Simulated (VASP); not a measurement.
A run of VASP 6.6.1:

Contents of INCAR:

```
PREC = Accurate
ENCUT = 500
EDIFF = 1E-6
ISMEAR = 0
SIGMA = 0.05
LREAL = F
LASPH = T
NELM = 120
ALGO = Normal
ISIF = 2
LWAVE = F
LCHARG = T
GGA = PE
LELF = T
LVHAR = T
NBANDS = 38
GGA_COMPAT = F
```

Contents of KPOINTS:

```
Automatic mesh
0
Gamma
  8 8 8
```

POSCAR

```
BaIr3
1.0
    4.1927696492      0.0000000000      0.0000000000
    0.0000000000      4.1927696492      0.0000000000
    0.0000000000      0.0000000000      4.1927696492
Ba Ir
1 3
Direct
    0.0000000000      0.0000000000      0.0000000000
    0.0000000000      0.5000000000      0.5000000000
    0.5000000000      0.5000000000      0.0000000000
    0.5000000000      0.0000000000      0.5000000000
```

Potentials or basis: VASP PAW PBE potentials, release 64 (Ba_sv, Ir_sv_GW).

Command:

```console
$ cat potpaw_PBE.64/Ba_sv/POTCAR potpaw_PBE.64/Ir_sv_GW/POTCAR > POTCAR
$ mpirun -np 1 vasp_std > vasp.out
```

Hardware: 1 thread of Intel(R) Xeon(R) 6975P-C (Granite Rapids), on a shared host.

Question: How long does it take, and how much memory?

Answer: It took 36 s on 1 thread of Intel(R) Xeon(R) 6975P-C (Granite Rapids) (shared host), peak memory 0.23 GiB. Counts: scf iterations 13, k points 35.
